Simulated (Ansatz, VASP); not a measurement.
## Si2Ni: VASP beside Ansatz

File INCAR:

```
SYSTEM = Si2Ni
ALGO = Normal ; EDIFF = 1E-6
ENCUT = 520 ; ISIF = 2
ISMEAR = -1 ; LASPH = .True.
LCHARG = .False. ; LREAL = .False.
LWAVE = .False. ; NBANDS = 16
NELM = 100 ; PREC = Accurate
SIGMA = 0.05
```

The input KPOINTS:

```
k-points
0
Gamma
  11 11 11
  0 0 0
```

The input POSCAR:

```
Si2Ni
1.0
    0.0000000000      2.6205297823      2.6205297823
    2.6205297823      0.0000000000      2.6205297823
    2.6205297823      2.6205297823      0.0000000000
Ni Si
1 2
Direct
    0.0000000000      0.0000000000      0.0000000000
    0.2500000000      0.2500000000      0.2500000000
    0.7500000000      0.7500000000      0.7500000000
```

Input for Ansatz:

```yaml
crystal:
  lattice:
    - [0.0, 2.6205297823, 2.6205297823]
    - [2.6205297823, 0.0, 2.6205297823]
    - [2.6205297823, 2.6205297823, 0.0]
  atoms:
    - { symbol: Ni, position: [0.0, 0.0, 0.0] }
    - { symbol: Si, position: [0.25, 0.25, 0.25] }
    - { symbol: Si, position: [0.75, 0.75, 0.75] }
kpoints:
  mp_grid: { grid: [11, 11, 11] }
scf:
  occupations: { method: fermi_dirac, width: 0.05 }
hamiltonian:
  xc: lda
  pseudopotentials: { kind: all_electron, lapw: { basis_error: 0.001 } }
output:
  forces: true
  stress: true
  eigenvalues: true
  populations: true
```

Change from the starting cell: volume scaled by 0.94, LAPW.

Alike in both runs: task single point; functional LDA; k mesh 11 × 11 × 11; occupations fermi-dirac, width 0.05 eV; no spin polarisation.

|  | VASP | Ansatz |
| --- | --- | --- |
| version | VASP 6.6.1 | Ansatz 0.2.0 |
| potentials or method | VASP PAW LDA potentials, release 64 (Ni, Si), cutoff 520 eV | all-electron LAPW, scalar-relativistic |

Ansatz gave:

```
pressure (GPa) : 11.9
```

Q: Which values does VASP return?

A: Pressure (GPa): 12.0.

LDA's correlation is that of Perdew and Zunger in VASP and of Perdew and Wang (1992) in Ansatz. Ansatz ran all-electron here, and VASP with PAW potentials.
